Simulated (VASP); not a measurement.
# SiC (F-43m) in VASP: further runs, part 2 of 2

VASP 6.6.1. Earlier steps stand in the parts before.

**4. G0W0 quasiparticle levels, PBE**

This run uses another cell than the first one, of 10.65 Å³/atom.

POSCAR

```
SiC
1.0
    0.0000000000      2.1998328745      2.1998328745
    2.1998328745      0.0000000000      2.1998328745
    2.1998328745      2.1998328745      0.0000000000
Si C
1 1
Direct
    0.0000000000      0.0000000000      0.0000000000
    0.2500000000      0.2500000000      0.2500000000
```

INCAR.step1

```
SYSTEM = SiC
ALGO = Normal ; EDIFF = 1E-8
ENCUT = 500 ; GGA = PE
ISMEAR = 0 ; LASPH = .TRUE.
LCHARG = .FALSE. ; LREAL = .FALSE.
LWAVE = .TRUE. ; NELM = 60
PREC = Accurate ; SIGMA = 0.01
```

INCAR.step2

```
SYSTEM = SiC
ALGO = Exact ; EDIFF = 1E-8
ENCUT = 500 ; GGA = PE
ISMEAR = 0 ; ISTART = 1
LASPH = .TRUE. ; LCHARG = .FALSE.
LOPTICS = .TRUE. ; LREAL = .FALSE.
LWAVE = .TRUE. ; NBANDS = 92
NELM = 1 ; PREC = Accurate
SIGMA = 0.01
```

INCAR.step3

```
SYSTEM = SiC
ALGO = EVGW0 ; EDIFF = 1E-8
ENCUT = 500 ; ENCUTGW = 150.0
GGA = PE ; ISMEAR = 0
ISTART = 1 ; LASPH = .TRUE.
LCHARG = .FALSE. ; LREAL = .FALSE.
LWAVE = .FALSE. ; NBANDS = 92
NBANDSGW = 12 ; NELMGW = 1
NOMEGA = 96 ; OMEGAMAX = 20
PREC = Accurate ; PRECFOCK = Fast
SIGMA = 0.01
```

KPOINTS

```
k-points
0
G
  6 6 6
  0 0 0
```

Potentials or basis: VASP PAW PBE potentials, release 64 (Si_GW, C_GW).

Started as:

```bash
cat potpaw_PBE.64/Si_GW/POTCAR potpaw_PBE.64/C_GW/POTCAR > POTCAR
cp INCAR.step1 INCAR
mpirun -np 1 vasp_std > vasp.out
cp INCAR.step2 INCAR
mpirun -np 1 vasp_std > vasp.out
cp INCAR.step3 INCAR
mpirun -np 1 vasp_std > vasp.out
```

OUTCAR:

```text
SYSTEM = SiC
   EDIFF = 1E-8
   ENCUT = 500
   ENCUTGW = 150.0
   GGA = PE
   ISMEAR = 0
   ISTART = 1
   LASPH = .TRUE.
   LREAL = .FALSE.
   NELMGW = 1
   PREC = Accurate
   PRECFOCK = Fast

 ion  position               nearest neighbor table
   1  0.000  0.000  0.000-   2 1.91   2 1.91   2 1.91   2 1.91
   2  0.250  0.250  0.250-   1 1.91   1 1.91   1 1.91   1 1.91

  LATTYP: Found a face centered cubic cell.
 ALAT       =     4.3996657490

  Lattice vectors:

 A1 = (   0.0000000000,   2.1998328745,   2.1998328745)
 A2 = (   2.1998328745,   0.0000000000,   2.1998328745)
 A3 = (   2.1998328745,   2.1998328745,   0.0000000000)

Analysis of symmetry for initial positions (statically):
=====================================================================
 Subroutine PRICEL returns:
 Original cell was already a primitive cell.

 Routine SETGRP: Setting up the symmetry group for a
 face centered cubic supercell.

 Subroutine GETGRP returns: Found 24 space group operations
 (whereof 24 operations were pure point group operations)
 out of a pool of 48 trial point group operations.

The static configuration has the point symmetry T_d .

Analysis of symmetry for dynamics (positions and initial velocities):
=====================================================================
 Subroutine PRICEL returns:
 Original cell was already a primitive cell.

 Routine SETGRP: Setting up the symmetry group for a
 face centered cubic supercell.

 Subroutine GETGRP returns: Found 24 space group operations
[... 112 lines left out ...]
   IMIX   =      4    mixing-type and parameters
     AMIX     =   0.40;   BMIX     =  1.00
     AMIX_MAG =   1.60;   BMIX_MAG =  1.00
  volume/ion in A,a.u.               =      10.65        71.84
  Fermi-wavevector in a.u.,A,eV,Ry     =   1.181332  2.232393 18.987532  1.395544
  Thomas-Fermi vector in A             =   2.317607
   LORBIT       =      0    0 simple, 1 ext, 2 COOP (PROOUT), +10 PAW based schemes
   GGA     = PE    functional components
   LHFCALC =     T    Hartree Fock is set to
   PRECFOCK=fast      Normal, Fast or Accurate (Low or Medium for compatibility)
   ENCUT4O =  -1.0   cutoff for four orbital integrals eV
   NKREDX  =     1    reduce k-point grid by
   NKREDY  =     1    reduce k-point grid by
   NKREDZ  =     1    reduce k-point grid by
   AEXX    =    1.0000 exact exchange contribution
   HFSCREEN=    0.0000 screening length (either q_TF or 0.3 A-1)
   HFSCREENC=   0.0000 screening length for correlation (either q_TF or 0.3 A-1)
   ENCUTFOCK=  -1.0 apply spherical cutoff to Coloumb kernel
   IVDW    =     0    specifies the selected vdW correction
   LEPSILON=     F    determine dielectric tensor
   LRPA    =     F    only Hartree local field effects (RPA)
   LRPAFORCE           =     F    calculate RPA forces
   ENCUTGW             = 150.0    cutoff for response function in eV
   ENCUTGWSOFT         = 120.0    soft cutoff for Coulomb kernel in GW response function in eV
   ENCUTLF             =  -1.0    cutoff for local field effects
   NELMGW              =     1    number of iterations in solving QP/BSE equation
   NELMHF              =     1    number of iterations in the inner HF iteration
   NKREDLFX            =     1    NKREDLFY  =   1   NKREDLFZ  =   1
 non-spin polarized calculation
 Gauss-broadening in eV      SIGMA  =   0.01
  energy-cutoff  :      500.00
  volume of cell :       21.29
 maximum number of plane-waves:       555
 NGX is ok and might be reduce to    24
  NGX = 14; NGY = 14; NGZ = 14
   NGX = 11   NGY = 11   NGZ = 11
 maximum number of plane-waves:        92
 NGX is ok and might be reduce to    14

 QP shifts <psi_nk| G(iteration)W_0 |psi_nk>: iteration 1
 for sc-GW calculations column KS-energies equals QP-energies in previous step
 and V_xc(KS)=  KS-energies - (<T + V_ion + V_H > + <T+V_H+V_ion>^1  + <V_x>^1)

 k-point   1 :       0.0000    0.0000    0.0000
  band No.  KS-energies  QP-energies   sigma(KS)   V_xc(KS)     V^pw_x(r,r')   Z            occupation Imag(sigma)

      1      -7.7197      -8.7133     -14.0686     -12.6675     -21.5496       0.7091       2.0000       1.2759
      2       7.4676       6.8902     -15.4514     -14.7173     -17.2895       0.7865       2.0000       0.0276
      3       7.4676       6.8902     -15.4514     -14.7173     -17.2895       0.7865       2.0000       0.0276
      4       7.4676       6.8902     -15.4514     -14.7173     -17.2895       0.7865       2.0000       0.0276
      5      13.3614      13.8669     -12.4931     -13.1430      -7.4400       0.7778       0.0000      -0.0677
      6      14.5697      15.1107     -10.7770     -11.4610      -5.7171       0.7910       0.0000      -0.0681
      7      14.5697      15.1107     -10.7770     -11.4610      -5.7171       0.7910       0.0000      -0.0681
      8      14.5697      15.1107     -10.7770     -11.4610      -5.7171       0.7910       0.0000      -0.0681
      9      21.7900      22.3839     -10.5645     -11.3241      -4.4485       0.7820       0.0000      -0.2442
     10      21.7900      22.3839     -10.5645     -11.3241      -4.4485       0.7820       0.0000      -0.2442
     11      23.4876      23.6921      -9.4386      -9.7045      -2.9018       0.7693       0.0000      -0.3751
     12      24.5028      24.7066      -9.8983     -10.1644      -2.9134       0.7663       0.0000      -0.6817
[... 228 lines left out ...]
      1      -2.6758      -3.5315     -15.5610     -14.3782     -21.7967       0.7234       2.0000       0.5961
      2       0.2353      -0.6355     -13.7573     -12.5688     -17.9184       0.7328       2.0000       0.2183
      3       3.0592       2.2044     -13.9064     -12.7739     -16.9132       0.7548       2.0000       0.0715
      4       3.1795       2.3479     -13.5074     -12.4132     -16.2620       0.7601       2.0000       0.0636
      5      11.4269      11.7884     -11.1532     -11.6058      -6.8007       0.7987       0.0000      -0.0530
      6      14.3879      14.9181     -11.0077     -11.6738      -6.0760       0.7960       0.0000      -0.0649
      7      18.0409      18.5788     -11.2270     -11.9362      -4.9030       0.7584       0.0000      -0.1869
      8      19.3880      20.0696     -11.9335     -12.8293      -5.6578       0.7608       0.0000      -0.1928
      9      21.2956      21.9290     -12.0250     -12.8908      -4.6205       0.7316       0.0000      -0.3759
     10      24.8726      25.3619     -11.0520     -11.6975      -3.7334       0.7578       0.0000      -0.5731
     11      28.0918      28.8798     -12.0742     -13.1207      -4.4495       0.7531       0.0000      -0.7734
     12      31.0136      31.5154     -11.7633     -12.4251      -3.9782       0.7582       0.0000      -1.1330
```

It took 2.5 min on 1 thread of Intel Xeon Platinum 8559C (Emerald Rapids), shared host; peak memory 0.4 GiB.

What came out:

| Quantity | Value |
| --- | --- |
| Quasiparticle gap | 2.16 eV |
| Least direct quasiparticle gap | 5.53 eV |
| Band gap of the starting levels on the mesh | 1.38 eV |
| Least direct gap of the starting levels on the mesh | 4.51 eV |

Caveat: the k points lie up to 0.41 Å⁻¹ apart; the cutoff is under 1.25 times the usual one of these potentials, so pressure, stress and relaxed cells hold a basis-set (Pulay) error; bands, screening cutoff and mesh are small and nothing is extrapolated, so the quasiparticle values aren't converged.

**5. G0W0 quasiparticle levels, PBE**

This run uses another cell than the first one, of 9.72 Å³/atom.

POSCAR

```
SiC
1.0
    0.0000000000      2.1344913040      2.1344913040
    2.1344913040      0.0000000000      2.1344913040
    2.1344913040      2.1344913040      0.0000000000
Si C
1 1
Direct
    0.0000000000      0.0000000000      0.0000000000
    0.2500000000      0.2500000000      0.2500000000
```

INCAR.step1

```
SYSTEM = SiC
  ALGO = Normal
  EDIFF = 1E-8
  ENCUT = 500
  GGA = PE
  ISMEAR = 0
  LASPH = .TRUE.
  LCHARG = .FALSE.
  LREAL = .FALSE.
  LWAVE = .TRUE.
  NELM = 100
  PREC = Accurate
  SIGMA = 0.01
```

INCAR.step2

```
SYSTEM = SiC
  ALGO = Exact
  EDIFF = 1E-8
  ENCUT = 500
  GGA = PE
  ISMEAR = 0
  ISTART = 1
  LASPH = .TRUE.
  LCHARG = .FALSE.
  LOPTICS = .TRUE.
  LREAL = .FALSE.
  LWAVE = .TRUE.
  NBANDS = 85
  NELM = 1
  PREC = Accurate
  SIGMA = 0.01
```

INCAR.step3

```
SYSTEM = SiC
  ALGO = EVGW0
  EDIFF = 1E-8
  ENCUT = 500
  ENCUTGW = 150.0
  GGA = PE
  ISMEAR = 0
  ISTART = 1
  LASPH = .TRUE.
  LCHARG = .FALSE.
  LREAL = .FALSE.
  LWAVE = .FALSE.
  NBANDS = 85
  NBANDSGW = 12
  NELMGW = 1
  NOMEGA = 96
  OMEGAMAX = 20
  PREC = Accurate
  PRECFOCK = Fast
  SIGMA = 0.01
```

KPOINTS is that of step 4.

Potentials or basis: VASP PAW PBE potentials, release 64 (Si_GW, C_GW).

Started as:

```bash
cat potpaw_PBE.64/Si_GW/POTCAR potpaw_PBE.64/C_GW/POTCAR > POTCAR
cp INCAR.step1 INCAR
mpirun -np 1 vasp_std > vasp.out
cp INCAR.step2 INCAR
mpirun -np 1 vasp_std > vasp.out
cp INCAR.step3 INCAR
mpirun -np 1 vasp_std > vasp.out
```

OUTCAR:

```text
SYSTEM = SiC
   EDIFF = 1E-8
   ENCUT = 500
   ENCUTGW = 150.0
   GGA = PE
   ISMEAR = 0
   ISTART = 1
   LASPH = .TRUE.
   LREAL = .FALSE.
   NELMGW = 1
   PREC = Accurate
   PRECFOCK = Fast

 ion  position               nearest neighbor table
   1  0.000  0.000  0.000-   2 1.85   2 1.85   2 1.85   2 1.85
   2  0.250  0.250  0.250-   1 1.85   1 1.85   1 1.85   1 1.85

  LATTYP: Found a face centered cubic cell.
 ALAT       =     4.2689826080

  Lattice vectors:

 A1 = (   0.0000000000,   2.1344913040,   2.1344913040)
 A2 = (   2.1344913040,   0.0000000000,   2.1344913040)
 A3 = (   2.1344913040,   2.1344913040,   0.0000000000)

Analysis of symmetry for initial positions (statically):
=====================================================================
 Subroutine PRICEL returns:
[... 158 lines left out ...]
   NELMHF              =     1    number of iterations in the inner HF iteration
   NKREDLFX            =     1    NKREDLFY  =   1   NKREDLFZ  =   1
 non-spin polarized calculation
 Gauss-broadening in eV      SIGMA  =   0.01
  energy-cutoff  :      500.00
  volume of cell :       19.45
 maximum number of plane-waves:       531
 NGX is ok and might be reduce to    24
  NGX = 14; NGY = 14; NGZ = 14
   NGX = 11   NGY = 11   NGZ = 11
 maximum number of plane-waves:        92
 NGX is ok and might be reduce to    14

 QP shifts <psi_nk| G(iteration)W_0 |psi_nk>: iteration 1
 for sc-GW calculations column KS-energies equals QP-energies in previous step
 and V_xc(KS)=  KS-energies - (<T + V_ion + V_H > + <T+V_H+V_ion>^1  + <V_x>^1)

 k-point   1 :       0.0000    0.0000    0.0000
  band No.  KS-energies  QP-energies   sigma(KS)   V_xc(KS)     V^pw_x(r,r')   Z            occupation Imag(sigma)

      1      -7.4414      -8.4994     -14.3378     -12.8945     -22.0131       0.7330       2.0000       1.3673
      2       8.4646       7.8639     -15.7538     -14.9968     -17.7219       0.7935       2.0000       0.0284
      3       8.4646       7.8639     -15.7538     -14.9968     -17.7219       0.7935       2.0000       0.0284
      4       8.4646       7.8639     -15.7538     -14.9968     -17.7219       0.7935       2.0000       0.0284
      5      15.4226      15.9509     -12.5882     -13.2660      -7.3052       0.7794       0.0000      -0.0757
      6      16.2056      16.8053     -10.9800     -11.7328      -5.8476       0.7965       0.0000      -0.0673
      7      16.2056      16.8053     -10.9800     -11.7328      -5.8476       0.7965       0.0000      -0.0673
      8      16.2056      16.8053     -10.9800     -11.7328      -5.8476       0.7965       0.0000      -0.0673
      9      23.3248      23.9963     -10.7985     -11.6533      -4.6407       0.7856       0.0000      -0.2318
     10      23.3248      23.9963     -10.7985     -11.6533      -4.6407       0.7856       0.0000      -0.2318
     11      25.9012      26.1577      -9.6268      -9.9586      -2.9234       0.7729       0.0000      -0.3887
     12      26.2290      26.5240     -10.1147     -10.5001      -3.0615       0.7656       0.0000      -0.6644
[... 228 lines left out ...]
      1      -1.9315      -2.8304     -15.8561     -14.6148     -22.1823       0.7243       2.0000       0.5688
      2       1.0294       0.1138     -14.1095     -12.8700     -18.3446       0.7387       2.0000       0.2216
      3       3.7303       2.8375     -14.2402     -13.0651     -17.3974       0.7598       2.0000       0.0762
      4       3.8595       2.9932     -13.8020     -12.6709     -16.6830       0.7659       2.0000       0.0673
      5      12.5173      12.9193     -11.4587     -11.9582      -7.1165       0.8047       0.0000      -0.0501
      6      15.9103      16.4748     -11.0992     -11.8026      -6.1191       0.8024       0.0000      -0.0629
      7      19.8362      20.4343     -11.3538     -12.1344      -4.9611       0.7661       0.0000      -0.1944
      8      21.3141      22.0940     -12.1912     -13.2082      -5.8229       0.7668       0.0000      -0.2008
      9      23.3866      24.0938     -12.0577     -13.0104      -4.5655       0.7423       0.0000      -0.3903
     10      26.8033      27.3881     -11.3472     -12.1154      -3.8923       0.7612       0.0000      -0.5761
     11      30.7105      31.6213     -12.2662     -13.4675      -4.5976       0.7582       0.0000      -0.7928
     12      33.7499      34.3227     -12.0030     -12.7510      -4.0801       0.7657       0.0000      -1.2121
```

OUTCAR.step1:

```text
SYSTEM = SiC
   EDIFF = 1E-8
   ENCUT = 500
   GGA = PE
   ISMEAR = 0
   LASPH = .TRUE.
   LREAL = .FALSE.
[... 386 lines left out ...]
      0.00000      0.00000      0.00000         0.000000      0.000000      0.000000
      1.06725      1.06725      1.06725        -0.000000     -0.000000     -0.000000
 -----------------------------------------------------------------------------------
    total drift:                               -0.000000     -0.000000     -0.000000

  FREE ENERGIE OF THE ION-ELECTRON SYSTEM (eV)
  ---------------------------------------------------
  free  energy   TOTEN  =       -14.9594034415 eV

  energy  without entropy=      -14.9594034415  energy(sigma->0) =      -14.95940344
```

Run time: 1.8 min. Hardware: 1 thread of Intel Xeon 6975P-C (Granite Rapids), shared host; peak memory 0.37 GiB.

Results:

```yaml
Quasiparticle_gap: 2.12 eV
Least_direct_quasiparticle_gap: 5.68 eV
Band_gap_of_the_starting_levels_on_the_mesh: 1.29 eV
Least_direct_gap_of_the_starting_levels_on_the_mesh: 4.60 eV
```

Caveat: the k points lie up to 0.42 Å⁻¹ apart; the cutoff is under 1.25 times the usual one of these potentials, so pressure, stress and relaxed cells hold a basis-set (Pulay) error; bands, screening cutoff and mesh are small and nothing is extrapolated, so the quasiparticle values aren't converged.
